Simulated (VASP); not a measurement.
# Sn2O5 (cubic X2O5 type) (Pn-3m) in VASP: single point with PBE

Aim: the single point of Sn2O5 (cubic X2O5 type) with PBE.

Program: VASP 6.6.1. These are calculated values, not measurements. Logs are shortened: lines on timing, memory, paths and dates and some standing lists are left out, and cuts for length are marked.

## 1. The cell of the first run

Symmetry: Pn-3m, No. 224, cubic system. The conventional cell has a = 5.355 Å, b = 5.355 Å, c = 5.355 Å, α = 90.00°, β = 90.00°, γ = 90.00°. Sn (site symmetry -3m) has 12 O at 2.32 to 2.68 Å within 3.1 Å. O (site symmetry -3m) has 6 O at 2.32 Å and 6 Sn at 2.68 Å within 3.1 Å. Within 3.1 Å of O (site symmetry -42m) lie 4 Sn at 2.32 Å and 8 O at 2.32 to 2.68 Å.

## 2. Single point, PBE

Contents of INCAR:

```
PREC = Accurate ; ENCUT = 520
EDIFF = 1E-6 ; ISMEAR = -1
SIGMA = 0.06122561905347299 ; LREAL = F
LASPH = T ; NELM = 60
ALGO = Normal ; ISIF = 2
LWAVE = F ; LCHARG = F
GGA = PE ; NBANDS = 71
```

Contents of KPOINTS:

```
regular mesh
0
Gamma
  10 10 10
```

Contents of POSCAR:

```
Sn2O5
1.0
    5.3549539981      0.0000000000      0.0000000000
    0.0000000000      5.3549539981      0.0000000000
    0.0000000000      0.0000000000      5.3549539981
Sn O
4 10
Direct
    0.0000000000      0.0000000000      0.0000000000
    0.5000000000      0.5000000000      0.0000000000
    0.5000000000      0.0000000000      0.5000000000
    0.0000000000      0.5000000000      0.5000000000
    0.5000000000      0.0000000000      0.0000000000
    0.0000000000      0.5000000000      0.0000000000
    0.0000000000      0.0000000000      0.5000000000
    0.5000000000      0.5000000000      0.5000000000
    0.7500000000      0.7500000000      0.2500000000
    0.7500000000      0.2500000000      0.7500000000
    0.2500000000      0.7500000000      0.7500000000
    0.7500000000      0.2500000000      0.2500000000
    0.2500000000      0.7500000000      0.2500000000
    0.2500000000      0.2500000000      0.7500000000
```

Potentials or basis: VASP PAW PBE potentials, release 64 (Sn_d, O).

Command:

```bash
$ cat potpaw_PBE.64/Sn_d/POTCAR potpaw_PBE.64/O/POTCAR > POTCAR
$ mpirun -np 1 vasp_std > vasp.out
```

OUTCAR:

```text
PREC = Accurate
   ENCUT = 520
   EDIFF = 1E-6
   ISMEAR = -1
   LREAL = F
   LASPH = T
   NELM = 60
   ISIF = 2
   GGA = PE

 ion  position               nearest neighbor table
   1  0.000  0.000  0.000-   9 2.32  10 2.32  11 2.32  12 2.32  13 2.32  14 2.32   5 2.68   6 2.68
                             7 2.68   7 2.68   6 2.68   5 2.68
   2  0.500  0.500  0.000-   9 2.32  10 2.32  11 2.32  12 2.32  13 2.32  14 2.32   5 2.68   6 2.68
                             8 2.68   8 2.68   5 2.68   6 2.68
   3  0.500  0.000  0.500-   9 2.32  10 2.32  11 2.32  12 2.32  13 2.32  14 2.32   5 2.68   7 2.68
                             8 2.68   5 2.68   8 2.68   7 2.68
   4  0.000  0.500  0.500-   9 2.32  10 2.32  11 2.32  12 2.32  13 2.32  14 2.32   6 2.68   7 2.68
                             8 2.68   6 2.68   7 2.68   8 2.68
   5  0.500  0.000  0.000-   1 2.68   2 2.68   3 2.68   3 2.68   2 2.68   1 2.68
   6  0.000  0.500  0.000-   1 2.68   2 2.68   4 2.68   4 2.68   1 2.68   2 2.68
   7  0.000  0.000  0.500-   1 2.68   3 2.68   4 2.68   1 2.68   4 2.68   3 2.68
   8  0.500  0.500  0.500-   2 2.68   3 2.68   4 2.68   2 2.68   3 2.68   4 2.68
   9  0.750  0.750  0.250-   1 2.32   2 2.32   3 2.32   4 2.32
  10  0.750  0.250  0.750-   1 2.32   2 2.32   3 2.32   4 2.32
  11  0.250  0.750  0.750-   1 2.32   2 2.32   3 2.32   4 2.32
  12  0.750  0.250  0.250-   1 2.32   2 2.32   3 2.32   4 2.32
  13  0.250  0.750  0.250-   1 2.32   2 2.32   3 2.32   4 2.32
  14  0.250  0.250  0.750-   1 2.32   2 2.32   3 2.32   4 2.32

  LATTYP: Found a simple cubic cell.
 ALAT       =     5.3549539981

  Lattice vectors:

 A1 = (   5.3549539981,   0.0000000000,   0.0000000000)
 A2 = (   0.0000000000,   5.3549539981,   0.0000000000)
 A3 = (   0.0000000000,   0.0000000000,   5.3549539981)

Analysis of symmetry for initial positions (statically):
=====================================================================
 Subroutine PRICEL returns:
 Original cell was already a primitive cell.

 Routine SETGRP: Setting up the symmetry group for a
 simple cubic supercell.

 Subroutine GETGRP returns: Found 48 space group operations
 (whereof 12 operations were pure point group operations)
 out of a pool of 48 trial point group operations.

The static configuration has the point symmetry D_3d.
 The point group associated with its full space group is O_h .

Analysis of symmetry for dynamics (positions and initial velocities):
=====================================================================
 Subroutine PRICEL returns:
 Original cell was already a primitive cell.

[... 148 lines left out ...]
   EFERMI_NEDOS =   21; number of points for ismear=-14 and -15
   IALGO  =     38    algorithm
   IMIX   =      4    mixing-type and parameters
     AMIX     =   0.40;   BMIX     =  1.00
     AMIX_MAG =   1.60;   BMIX_MAG =  1.00
  volume/ion in A,a.u.               =      10.97        74.02
  Fermi-wavevector in a.u.,A,eV,Ry     =   1.490980  2.817543 30.246032  2.223021
  Thomas-Fermi vector in A             =   2.603693
   LORBIT       =      0    0 simple, 1 ext, 2 COOP (PROOUT), +10 PAW based schemes
   GGA     = PE    functional components
   LHFCALC =     F    Hartree Fock is set to
   AEXX    =    0.0000 exact exchange contribution
   IVDW    =     0    specifies the selected vdW correction
   LEPSILON=     F    determine dielectric tensor
   LRPA    =     F    only Hartree local field effects (RPA)
 non-spin polarized calculation
  energy-cutoff  :      520.00
  volume of cell :      153.56
 maximum number of plane-waves:      4224
 NGX is ok and might be reduce to    40
   NGX = 19   NGY = 19   NGZ = 19

 number of electron     116.0000012 magnetization

 Free energy of the ion-electron system (eV)
  ---------------------------------------------------
  ext. energy  EPLUGINS =         0.00000000
  ---------------------------------------------------
  free energy    TOTEN  =       -65.21740330 eV

  energy without entropy =      -64.96927932  energy(sigma->0) =      -65.09334131

 E-fermi :   7.2532     XC(G=0): -11.9037

 val. band max:        7.2518430421   @ k =   0.4000   0.4000   0.2000
 cond. band min:       7.2559494471   @ k =   0.4000   0.4000   0.0000
 fundamental gap:      0.0041064050
 Fermi energy:         7.2532094715

 k-point     1 :       0.0000    0.0000    0.0000
  band No.  band energies     occupation
      1     -14.2971      2.00000
      2     -14.2971      2.00000
      3     -14.2348      2.00000
      4     -14.0716      2.00000
      5     -14.0716      2.00000
      6     -14.0716      2.00000
[... 1741 lines left out ...]
     69      14.5919      0.00000
     70      15.2334      0.00000

 [... further k-points ...]

 [bands above 70 left out]

------------------------ aborting loop because EDIFF is reached ----------------------------------------

  FORCE on cell =-STRESS in cart. coord.  units (eV):
  Direction    XX          YY          ZZ          XY          YZ          ZX
  --------------------------------------------------------------------------------------
  -------------------------------------------------------------------------------------
  Total        0.1607363      0.1607363      0.1607363     -0.0000000      0.0000000     -0.0000000
  in kB        1.6770937      1.6770937      1.6770937     -0.0000000      0.0000000     -0.0000000
  external PRESSURE =       1.6770937 kB  Pullay stress =       0.0000000 kB

 VOLUME and BASIS-vectors are now :
 -----------------------------------------------------------------------------
  energy-cutoff  :      520.00
  volume of cell :      153.56
      direct lattice vectors                 reciprocal lattice vectors
     5.354953998  0.000000000  0.000000000     0.186742967  0.000000000  0.000000000
     0.000000000  5.354953998  0.000000000     0.000000000  0.186742967  0.000000000
     0.000000000  0.000000000  5.354953998     0.000000000  0.000000000  0.186742967

 POSITION                                       TOTAL-FORCE (eV/Angst)
 -----------------------------------------------------------------------------------
      0.00000      0.00000      0.00000        -0.000000     -0.000000     -0.000000
      2.67748      2.67748      0.00000        -0.000000     -0.000000     -0.000000
      2.67748      0.00000      2.67748        -0.000000     -0.000000     -0.000000
      0.00000      2.67748      2.67748        -0.000000     -0.000000     -0.000000
      2.67748      0.00000      0.00000        -0.000000     -0.000000     -0.000000
      0.00000      2.67748      0.00000        -0.000000     -0.000000     -0.000000
      0.00000      0.00000      2.67748        -0.000000     -0.000000     -0.000000
      2.67748      2.67748      2.67748        -0.000000     -0.000000     -0.000000
      4.01622      4.01622      1.33874        -0.000000     -0.000000      0.000000
      4.01622      1.33874      4.01622         0.000000     -0.000000     -0.000000
      1.33874      4.01622      4.01622        -0.000000      0.000000      0.000000
      4.01622      1.33874      1.33874         0.000000      0.000000      0.000000
      1.33874      4.01622      1.33874        -0.000000     -0.000000      0.000000
      1.33874      1.33874      4.01622         0.000000      0.000000     -0.000000
 -----------------------------------------------------------------------------------
    total drift:                               -0.000000      0.000000     -0.000000

  FREE ENERGIE OF THE ION-ELECTRON SYSTEM (eV)
  ---------------------------------------------------
  free  energy   TOTEN  =       -65.2174032955 eV

  energy  without entropy=      -64.9692793242  energy(sigma->0) =      -65.09334131
```

OSZICAR:

```text
N       E                     dE             d eps       ncg     rms          rms(c)
DAV:   1     0.181356683191E+04    0.18136E+04   -0.52889E+04  9319   0.255E+03
DAV:   2     0.322103047820E+03   -0.14915E+04   -0.14153E+04  8304   0.804E+02
DAV:   3    -0.408675922715E+02   -0.36297E+03   -0.34466E+03  8916   0.278E+02
DAV:   4    -0.751793136727E+02   -0.34312E+02   -0.33109E+02  9257   0.926E+01
DAV:   5    -0.764269277213E+02   -0.12476E+01   -0.12394E+01  9175   0.174E+01    0.189E+01
DAV:   6    -0.652127019659E+02    0.11214E+02   -0.39924E+01 12270   0.687E+01    0.614E+00
DAV:   7    -0.653228726861E+02   -0.11017E+00   -0.46909E+00  8789   0.950E+00    0.339E+00
DAV:   8    -0.652572906809E+02    0.65582E-01   -0.83594E-01  9494   0.468E+00    0.141E+00
DAV:   9    -0.652220123260E+02    0.35278E-01   -0.89463E-02 10685   0.228E+00    0.638E-01
DAV:  10    -0.652164272674E+02    0.55851E-02   -0.40579E-02 10685   0.102E+00    0.150E-01
DAV:  11    -0.652173240825E+02   -0.89682E-03   -0.52463E-03 10260   0.463E-01    0.758E-02
DAV:  12    -0.652174052947E+02   -0.81212E-04   -0.32603E-04 10316   0.107E-01    0.311E-02
DAV:  13    -0.652174068187E+02   -0.15240E-05   -0.49731E-05 11556   0.459E-02    0.159E-02
DAV:  14    -0.652174031750E+02    0.36437E-05   -0.98788E-06  8357   0.178E-02    0.355E-03
DAV:  15    -0.652174032955E+02   -0.12059E-06   -0.12690E-06  5140   0.130E-02
   1 F= -.65217403E+02 E0= -.65093341E+02  d E =-.248124E+00
```

stdout:

```text
POSCAR found type information on POSCAR SnO
 POSCAR found :  2 types and      14 ions
 scaLAPACK will be used
 LDA part: xc-table for (Slater+PW92), standard interpolation
 POSCAR, INCAR and KPOINTS ok, starting setup
 FFT: planning ... GRIDC
 FFT: planning ... GRID_SOFT
 FFT: planning ... GRID
 WAVECAR not read
 entering main loop
```

Wall time 5.4 min (1 thread of Intel Xeon 6975P-C (Granite Rapids), shared host); peak memory 0.52 GiB.

What came out:

| Item | Value |
| --- | --- |
| Free energy | -65.2174 eV |
| Pressure | 0.2 GPa |
| Band gap on the k mesh | zero (band 58 reaches 7.43 eV, above the bottom of band 59 at 7.17 eV) |

Caveat: spin-orbit coupling is left out, which moves the levels of the heavy elements.
